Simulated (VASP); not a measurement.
# Ti3Al (P6_3/mmc) in VASP: a series of runs

Ti3Al is run at these levels: LDA; tasks: single point.

Program: VASP 6.6.1. These are calculated values, not measurements. Logs are shortened: lines on timing, memory, paths and dates and some standing lists are left out, and cuts for length are marked.

## 1. The cell of the first run

It takes space group P6_3/mmc (No. 194, hexagonal). Conventional cell: a = 5.768 Å, b = 5.768 Å, c = 4.642 Å, α = 90.00°, β = 90.00°, γ = 120.00°. Ti (site symmetry mm2) has 4 Al at 2.85 to 2.88 Å and 8 Ti at 2.86 to 2.89 Å within 3.8 Å. Within 3.8 Å of Al (site symmetry -6m2) lie 12 Ti at 2.85 to 2.88 Å.

## 2. Single point, LDA

File INCAR:

```
SYSTEM = Ti3Al
PREC     = Accurate       ! precision mode
ENCUT    = 520            ! plane-wave cutoff, eV
EDIFF    = 1E-6           ! SCF threshold, eV
ISMEAR   = 0              ! smearing method
SIGMA    = 0.1            ! smearing width, eV
LREAL    = .False.        ! projectors in reciprocal space
LASPH    = .True.         ! aspherical terms in the spheres
NELM     = 100            ! most SCF steps
ALGO     = Fast           ! electronic algorithm
ISIF     = 2              ! what is computed and relaxed
LWAVE    = .False.        ! write WAVECAR
LCHARG   = .False.        ! write CHGCAR
GGA      = CA             ! functional
NBANDS   = 49             ! bands
```

File KPOINTS:

```
Automatic mesh
0
Gamma
  6 6 4
  0 0 0
```

File POSCAR:

```
Ti3Al
1.0
    5.7680300000      0.0000000000      0.0000000000
   -2.8840150000      4.9952605100      0.0000000000
    0.0000000000      0.0000000000      4.6424100000
Ti Al
6 2
Direct
    0.8330000000      0.6660000000      0.2500000000
    0.1670000000      0.8330000000      0.7500000000
    0.3340000000      0.1670000000      0.2500000000
    0.1670000000      0.3340000000      0.7500000000
    0.8330000000      0.1670000000      0.2500000000
    0.6660000000      0.8330000000      0.7500000000
    0.3333333300      0.6666666700      0.2500000000
    0.6666666700      0.3333333300      0.7500000000
```

Potentials or basis: VASP PAW LDA potentials, release 64 (Ti_sv, Al).

Started as:

```
> cat potpaw_LDA.64/Ti_sv/POTCAR potpaw_LDA.64/Al/POTCAR > POTCAR
> mpirun -np 1 vasp_std > vasp.out
```

OUTCAR:

```text
SYSTEM = Ti3Al
   PREC = Accurate
   ENCUT = 520
   EDIFF = 1E-6
   ISMEAR = 0
   LREAL = .False.
   LASPH = .True.
   NELM = 100
   ISIF = 2
   GGA = CA

 ion  position               nearest neighbor table
   1  0.833  0.666  0.250-   8 2.85   8 2.85   2 2.86   2 2.86   6 2.86   6 2.86   5 2.88   3 2.88
                             7 2.88   7 2.88   5 2.89   3 2.89
   2  0.167  0.833  0.750-   7 2.85   7 2.85   1 2.86   1 2.86   3 2.86   3 2.86   6 2.88   4 2.88
                             8 2.88   8 2.88   6 2.89   4 2.89
   3  0.334  0.167  0.250-   8 2.85   8 2.85   4 2.86   4 2.86   2 2.86   2 2.86   5 2.88   1 2.88
                             7 2.88   7 2.88   5 2.89   1 2.89
   4  0.167  0.334  0.750-   7 2.85   7 2.85   3 2.86   3 2.86   5 2.86   5 2.86   2 2.88   6 2.88
                             8 2.88   8 2.88   2 2.89   6 2.89
   5  0.833  0.167  0.250-   8 2.85   8 2.85   4 2.86   4 2.86   6 2.86   6 2.86   3 2.88   1 2.88
                             7 2.88   7 2.88   3 2.89   1 2.89
   6  0.666  0.833  0.750-   7 2.85   7 2.85   1 2.86   1 2.86   5 2.86   5 2.86   2 2.88   4 2.88
                             8 2.88   8 2.88   2 2.89   4 2.89
   7  0.333  0.667  0.250-   2 2.85   2 2.85   6 2.85   6 2.85   4 2.85   4 2.85   1 2.88   3 2.88
                             5 2.88   5 2.88   1 2.88   3 2.88
   8  0.667  0.333  0.750-   5 2.85   5 2.85   3 2.85   3 2.85   1 2.85   1 2.85   4 2.88   6 2.88
                             2 2.88   2 2.88   4 2.88   6 2.88

  LATTYP: Found a hexagonal cell.
 ALAT       =     5.7680300000
 C/A-ratio  =     0.8048519165

  Lattice vectors:

 A1 = (   5.7680300000,   0.0000000000,   0.0000000000)
 A2 = (  -2.8840150000,   4.9952605100,   0.0000000000)
 A3 = (   0.0000000000,   0.0000000000,   4.6424100000)

Analysis of symmetry for initial positions (statically):
=====================================================================
 Subroutine PRICEL returns:
 Original cell was already a primitive cell.

 Routine SETGRP: Setting up the symmetry group for a
 hexagonal supercell.

 Subroutine GETGRP returns: Found 24 space group operations
 (whereof 12 operations were pure point group operations)
 out of a pool of 24 trial point group operations.

The static configuration has the point symmetry D_3d.
 The point group associated with its full space group is D_6h.

Analysis of symmetry for dynamics (positions and initial velocities):
=====================================================================
 Subroutine PRICEL returns:
 Original cell was already a primitive cell.

 Routine SETGRP: Setting up the symmetry group for a
 hexagonal supercell.

 Subroutine GETGRP returns: Found 24 space group operations
 (whereof 12 operations were pure point group operations)
 out of a pool of 24 trial point group operations.

The dynamic configuration has the point symmetry D_3d.
 The point group associated with its full space group is D_6h.

 Subroutine INISYM returns: Found 24 space group operations
 (whereof 12 operations are pure point group operations),
 and found     1 'primitive' translations

----------------------------------------------------------------------------------------

                                     Primitive cell

  volume of cell :     133.7609

  direct lattice vectors                    reciprocal lattice vectors
     5.768030000  0.000000000  0.000000000     0.173369417  0.100094880  0.000000000
    -2.884015000  4.995260510  0.000000000     0.000000000  0.200189759  0.000000000
     0.000000000  0.000000000  4.642410000     0.000000000  0.000000000  0.215405361

  length of vectors
     5.768030000  5.768030000  4.642410000     0.200189759  0.200189759  0.215405361

  position of ions in fractional coordinates (direct lattice)
     0.833000000  0.666000000  0.250000000
     0.167000000  0.833000000  0.750000000
     0.334000000  0.167000000  0.250000000
     0.167000000  0.334000000  0.750000000
     0.833000000  0.167000000  0.250000000
     0.666000000  0.833000000  0.750000000
     0.333333330  0.666666670  0.250000000
     0.666666670  0.333333330  0.750000000

  ion indices of the primitive-cell ions
   primitive index   ion index
                 1           1
                 2           2
                 3           3
                 4           4
                 5           5
                 6           6
                 7           7
                 8           8

----------------------------------------------------------------------------------------

 KPOINTS: Automatic mesh

Automatic generation of k-mesh.
 Grid dimensions read from file:
 generate k-points for:    6    6    4

 Generating k-lattice:

  Cartesian coordinates                     Fractional coordinates (reciprocal lattice)
     0.028894903  0.016682480  0.000000000     0.166666667  0.000000000  0.000000000
     0.000000000  0.033364960  0.000000000     0.000000000  0.166666667  0.000000000
     0.000000000  0.000000000  0.053851340     0.000000000  0.000000000  0.250000000

  Length of vectors
     0.033364960  0.033364960  0.053851340

  Shift w.r.t. Gamma in fractional coordinates (k-lattice)
     0.000000000  0.000000000  0.000000000

 Subroutine IBZKPT returns following result:
 ===========================================

 Found     21 irreducible k-points:

 Following reciprocal coordinates:
            Coordinates               Weight
  0.000000  0.000000  0.000000      1.000000
  0.166667 -0.000000  0.000000      6.000000
  0.333333 -0.000000  0.000000      6.000000
  0.500000 -0.000000  0.000000      3.000000
  0.166667  0.166667  0.000000      6.000000
  0.333333  0.166667  0.000000     12.000000
[... 13 lines left out ...]
  0.333333  0.166667  0.500000     12.000000
  0.333333  0.333333  0.500000      2.000000
   k-points           NKPTS =     21   k-points in BZ     NKDIM =     21   number of bands    NBANDS=     49
   number of dos      NEDOS =    301   number of ions     NIONS =      8
   total plane-waves  NPLWV =  82944
   dimension x,y,z NGX =    48 NGY =   48 NGZ =   36
   dimension x,y,z NGXF=    96 NGYF=   96 NGZF=   72
   ions per type =               6   2
   NGX,Y,Z   is equivalent  to a cutoff of  13.83, 13.83, 12.89 a.u.
   NGXF,Y,Z  is equivalent  to a cutoff of  27.67, 27.67, 25.78 a.u.
 SYSTEM =  Ti3Al
   PREC   = accura    normal or accurate (medium, high low for compatibility)
   ISTART =      0    job   : 0-new  1-cont  2-samecut
   ICHARG =      2    charge: 1-file 2-atom 10-const
   ISPIN  =      1    spin polarized calculation?
   LNONCOLLINEAR =      F non collinear calculations
   LSORBIT =      F    spin-orbit coupling
   LASPH  =      T    aspherical Exc in radial PAW
   ENCUT  =  520.0 eV  38.22 Ry    6.18 a.u.  10.72 10.72  8.63*2*pi/ulx,y,z
   NELM   =    100;   NELMIN=  2; NELMDL= -5     # of ELM steps
   EDIFF  = 0.1E-05   stopping-criterion for ELM
   LREAL  =      F    real-space projection
   EDIFFG = 0.1E-04   stopping-criterion for IOM
   NSW    =      0    number of steps for IOM
   IBRION =     -1    ionic relax: 0-MD 1-quasi-New 2-CG
   NFREE  =      0    steps in history (QN), initial steepest desc. (CG)
   ISIF   =      2    stress and relaxation
   ISYM   =      2    0-nonsym 1-usesym 2-fastsym
   POTIM  = 0.5000    time-step for ionic-motion
   TEBEG  =    0.0;   TEEND  =   0.0 temperature during run
   PSTRESS=    0.0 pullay stress
   NELECT =      78.0000    total number of electrons
   NUPDOWN=      -1.0000    fix difference up-down
   EMIN   =  10.00;   EMAX   =-10.00  energy-range for DOS
   EFERMI =   0.00;   METHOD = LEGACY
   ISMEAR =     0;   SIGMA  =   0.10  broadening in eV -4-tet -1-fermi 0-gaus
   EFERMI_NEDOS =   21; number of points for ismear=-14 and -15
   IALGO  =     68    algorithm
   IMIX   =      4    mixing-type and parameters
     AMIX     =   0.40;   BMIX     =  1.00
     AMIX_MAG =   1.60;   BMIX_MAG =  1.00
  volume/ion in A,a.u.               =      16.72       112.83
  Fermi-wavevector in a.u.,A,eV,Ry     =   1.367718  2.584613 25.451783  1.870653
  Thomas-Fermi vector in A             =   2.493746
   LORBIT       =      0    0 simple, 1 ext, 2 COOP (PROOUT), +10 PAW based schemes
   GGA     = CA    functional components
   LHFCALC =     F    Hartree Fock is set to
   AEXX    =    0.0000 exact exchange contribution
   IVDW    =     0    specifies the selected vdW correction
   LEPSILON=     F    determine dielectric tensor
   LRPA    =     F    only Hartree local field effects (RPA)
 non-spin polarized calculation
 RMM-DIIS sequential band-by-band and
 Gauss-broadening in eV      SIGMA  =   0.10
  energy-cutoff  :      520.00
  volume of cell :      133.76
 maximum number of plane-waves:      3641
 NGX is ok and might be reduce to    48
   NGX = 21   NGY = 21   NGZ = 17

 number of electron      78.0000005 magnetization

 Free energy of the ion-electron system (eV)
  ---------------------------------------------------
  ext. energy  EPLUGINS =         0.00000000
  ---------------------------------------------------
  free energy    TOTEN  =       -61.78757002 eV

  energy without entropy =      -61.74914889  energy(sigma->0) =      -61.76835945

 E-fermi :   7.9202     XC(G=0): -11.5536

 val. band max:        7.9106738005   @ k =   0.1667   0.1667   0.5000
 cond. band min:       7.9286736092   @ k =   0.0000   0.0000   0.0000
 fundamental gap:      0.0179998087
 Fermi energy:         7.9201650805

 k-point     1 :       0.0000    0.0000    0.0000
  band No.  band energies     occupation
      1     -47.9691      2.00000
      2     -47.8712      2.00000
      3     -47.8712      2.00000
      4     -47.8634      2.00000
      5     -47.8202      2.00000
      6     -47.8202      2.00000
[... 41 lines left out ...]
     48      10.1507      0.00000
     49      10.2397      0.00000

 k-point     2 :       0.1667   -0.0000    0.0000
  band No.  band energies     occupation
      1     -47.9637      2.00000
      2     -47.8773      2.00000
      3     -47.8714      2.00000
      4     -47.8613      2.00000
      5     -47.8218      2.00000
      6     -47.8201      2.00000
[... 41 lines left out ...]
     48      10.1700      0.00000
     49      10.4601      0.00000

 k-point     3 :       0.3333   -0.0000    0.0000
  band No.  band energies     occupation
      1     -47.9496      2.00000
      2     -47.8935      2.00000
      3     -47.8716      2.00000
      4     -47.8548      2.00000
      5     -47.8264      2.00000
      6     -47.8198      2.00000
[... 41 lines left out ...]
     48      10.0458      0.00000
     49      10.1562      0.00000

 k-point     4 :       0.5000   -0.0000    0.0000
  band No.  band energies     occupation
      1     -47.9381      2.00000
      2     -47.9060      2.00000
      3     -47.8718      2.00000
      4     -47.8502      2.00000
      5     -47.8301      2.00000
      6     -47.8197      2.00000
[... 821 lines left out ...]
     48       9.9345      0.00000
     49      10.1052      0.00000

 k-point    20 :       0.3333    0.1667    0.5000
  band No.  band energies     occupation
      1     -47.8930      2.00000
      2     -47.8930      2.00000
      3     -47.8694      2.00000
      4     -47.8694      2.00000
      5     -47.8457      2.00000
      6     -47.8457      2.00000
[... 41 lines left out ...]
     48       9.5613      0.00000
     49       9.8547      0.00000

 k-point    21 :       0.3333    0.3333    0.5000
  band No.  band energies     occupation
      1     -47.8820      2.00000
      2     -47.8820      2.00000
      3     -47.8804      2.00000
      4     -47.8804      2.00000
      5     -47.8458      2.00000
      6     -47.8458      2.00000
[... 41 lines left out ...]
     48       9.5503      0.00000
     49       9.7899      0.00000

------------------------ aborting loop because EDIFF is reached ----------------------------------------

  FORCE on cell =-STRESS in cart. coord.  units (eV):
  Direction    XX          YY          ZZ          XY          YZ          ZX
  --------------------------------------------------------------------------------------
  -------------------------------------------------------------------------------------
  Total       -6.6439183     -6.6439183     -6.0448408     -0.0000000      0.0000000      0.0000000
  in kB      -79.5803271    -79.5803271    -72.4046246     -0.0000000      0.0000000      0.0000000
  external PRESSURE =     -77.1884263 kB  Pullay stress =       0.0000000 kB

 VOLUME and BASIS-vectors are now :
 -----------------------------------------------------------------------------
  energy-cutoff  :      520.00
  volume of cell :      133.76
      direct lattice vectors                 reciprocal lattice vectors
     5.768030000  0.000000000  0.000000000     0.173369417  0.100094880  0.000000000
    -2.884015000  4.995260510  0.000000000     0.000000000  0.200189759  0.000000000
     0.000000000  0.000000000  4.642410000     0.000000000  0.000000000  0.215405361

 POSITION                                       TOTAL-FORCE (eV/Angst)
 -----------------------------------------------------------------------------------
      2.88402      3.32684      1.16060        -0.000000     -0.222445     -0.000000
     -1.43912      4.16105      3.48181         0.192643     -0.111223      0.000000
      1.44489      0.83421      1.16060         0.192643      0.111223      0.000000
      0.00000      1.66842      3.48181        -0.000000      0.222445      0.000000
      4.32314      0.83421      1.16060        -0.192643      0.111223     -0.000000
      1.43912      4.16105      3.48181        -0.192643     -0.111223      0.000000
     -0.00000      3.33017      1.16060        -0.000000     -0.000000     -0.000000
      2.88402      1.66509      3.48181        -0.000000      0.000000     -0.000000
 -----------------------------------------------------------------------------------
    total drift:                               -0.000050      0.000029     -0.000000

  FREE ENERGIE OF THE ION-ELECTRON SYSTEM (eV)
  ---------------------------------------------------
  free  energy   TOTEN  =       -61.7875700157 eV

  energy  without entropy=      -61.7491488939  energy(sigma->0) =      -61.76835945
```

It took 17 min on 1 thread of Intel Xeon 8259CL, shared host; peak memory 0.28 GiB.

What came out:

- Free energy: -61.7876 eV
- Pressure: -7.7 GPa
- Largest force: 0.222 eV/Å
- Band gap on the k mesh: zero (bands 39 and 40 overlap by 0.12 eV)

Forces on the atoms (eV/Å):
```
Ti   0.000 -0.222  0.000
Ti   0.193 -0.111  0.000
Ti   0.193  0.111  0.000
Ti   0.000  0.222  0.000
Ti  -0.193  0.111  0.000
Ti  -0.193 -0.111  0.000
Al   0.000  0.000  0.000
Al   0.000  0.000  0.000
```

Caveat: the cell stands under tension.

## 3. Single point, LDA

This run uses another cell than the first one, of 15.59 Å³/atom.

File INCAR:

```
PREC = Accurate
ENCUT = 520
EDIFF = 1E-6
ISMEAR = 0
SIGMA = 0.1
LREAL = F
LASPH = T
NELM = 80
ALGO = Fast
ISIF = 2
LWAVE = F
LCHARG = F
NBANDS = 49
```

File KPOINTS:

```
Automatic mesh
0
Gamma
  9 9 8
```

File POSCAR:

```
Ti3Al
1.0
    5.6158743742      0.0000000000      0.0000000000
   -2.8079371871      4.8634898725      0.0000000000
    0.0000000000      0.0000000000      4.5663285827
Ti Al
6 2
Direct
    0.8302520605      0.6605041210      0.2500000000
    0.1697479395      0.8302520605      0.7500000000
    0.3394958790      0.1697479395      0.2500000000
    0.1697479395      0.3394958790      0.7500000000
    0.8302520605      0.1697479395      0.2500000000
    0.6605041210      0.8302520605      0.7500000000
    0.3333333333      0.6666666667      0.2500000000
    0.6666666667      0.3333333333      0.7500000000
```

Potentials or basis: VASP PAW LDA potentials, release 64 (Ti_sv, Al).

Started as:

```
> cat potpaw_LDA.64/Ti_sv/POTCAR potpaw_LDA.64/Al/POTCAR > POTCAR
> mpirun -np 1 vasp_std > vasp.out
```

Run time: 33 min. Hardware: 1 thread of Intel Xeon 8259CL, shared host; peak memory 0.39 GiB.

The run converged. Its results:

```
Free energy            : -62.0418 eV
Pressure               : 0.1 GPa
Largest force          : 0.009 eV/Å
Band gap on the k mesh : zero (bands 39 and 40 overlap by 0.27 eV)
```

Forces in eV/Å, atoms in the order of the input:
```
Ti   0.000  0.009  0.000
Ti  -0.008  0.005  0.000
Ti  -0.008 -0.005  0.000
Ti   0.000 -0.009  0.000
Ti   0.008 -0.005  0.000
Ti   0.008  0.005  0.000
Al   0.000  0.000  0.000
Al   0.000  0.000  0.000
```

Stress tensor (GPa, compression positive):
```
0.03 0.00 0.00
0.00 0.03 0.00
0.00 0.00 0.12
```

Levels at points of the mesh, in eV from the Fermi level:
```csv
k point,band 36,band 37,band 38,band 39,band 40,band 41,band 42,band 43
"(0.00, 0.00, 0.00)",-1.00,-1.00,-0.53,-0.14,0.17,0.78,0.78,0.80
"(0.00, 0.00, 0.50)",-0.63,-0.50,-0.50,-0.07,-0.07,0.59,0.59,0.59
```
